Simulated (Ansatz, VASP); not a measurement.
## BP: VASP beside Ansatz

The input POSCAR:

```
BP
1.0
    0.0000000000      2.2683156780      2.2683156780
    2.2683156780      0.0000000000      2.2683156780
    2.2683156780      2.2683156780      0.0000000000
B P
1 1
Direct
    0.0000000000      0.0000000000      0.0000000000
    0.2500000000      0.2500000000      0.2500000000
```

File INCAR.step1:

```
PREC = Accurate
ENCUT = 520
ISMEAR = 0
SIGMA = 0.01
LREAL = F
LASPH = T
NELM = 60
NBANDS = 11
GGA = PE
ALGO = Normal
EDIFF = 1E-4
LWAVE = T
LCHARG = F
```

File INCAR.step2:

```
PREC = Accurate
ENCUT = 520
EDIFF = 1E-6
ISMEAR = 0
SIGMA = 0.01
LREAL = F
LASPH = T
NELM = 60
ALGO = Normal
ISIF = 2
LWAVE = F
LCHARG = T
METAGGA = R2SCAN
LMIXTAU = T
LELF = T
LVHAR = T
NBANDS = 11
ISTART = 1
```

The input KPOINTS:

```
regular mesh
0
Gamma
  10 10 10
```

Input for Ansatz:

```yaml
crystal:
  lattice:
    - [0.0, 2.268315678, 2.268315678]
    - [2.268315678, 0.0, 2.268315678]
    - [2.268315678, 2.268315678, 0.0]
  atoms:
    - { symbol: B, position: [0.0, 0.0, 0.0] }
    - { symbol: P, position: [0.25, 0.25, 0.25] }
kpoints:
  mp_grid: { grid: [10, 10, 10] }
  band_path:
    path:
      - [0.0, 0.0, 0.0]
      - [-0.5, -0.5, 0.0]
      - [-0.375, -0.375, 0.25]
      - [-0.375, 0.0, 0.375]
      - [0.0, 0.0, 0.5]
      - [-0.5, -0.25, 0.25]
      - [0.0, 0.414062, 0.414062]
    npoints: 1
hamiltonian:
  xc: r2scan
scf:
  occupations: { method: fixed }
  n_extra_bands: 4
output:
  forces: true
  stress: true
  eigenvalues: true
  write_density: true
  write_potential: true
  elf: true
  volumetric_format: npy
```

Alike in both runs: task single point; functional r2SCAN; k mesh 10 × 10 × 10; no spin polarisation.

|  | VASP | Ansatz |
| --- | --- | --- |
| version | VASP 6.6.1 | Ansatz 0.2.0 |
| potentials or method | VASP PAW PBE potentials, release 64 (B, P) | plane waves, PAW |
| plane-wave cutoff (eV) | 520 | 500 |
| occupations | gaussian, width 0.01 eV | fixed |
| valence electrons in the cell | 8 | 8 |

Ansatz gave:

- gap on the k mesh at the Fermi level (eV): 1.42
- pressure (GPa): 0.0

Estimate VASP's values.

gap on the k mesh at the Fermi level (eV): 1.45; pressure (GPa): -0.5.

VASP's potentials were made for PBE, not for r2SCAN.
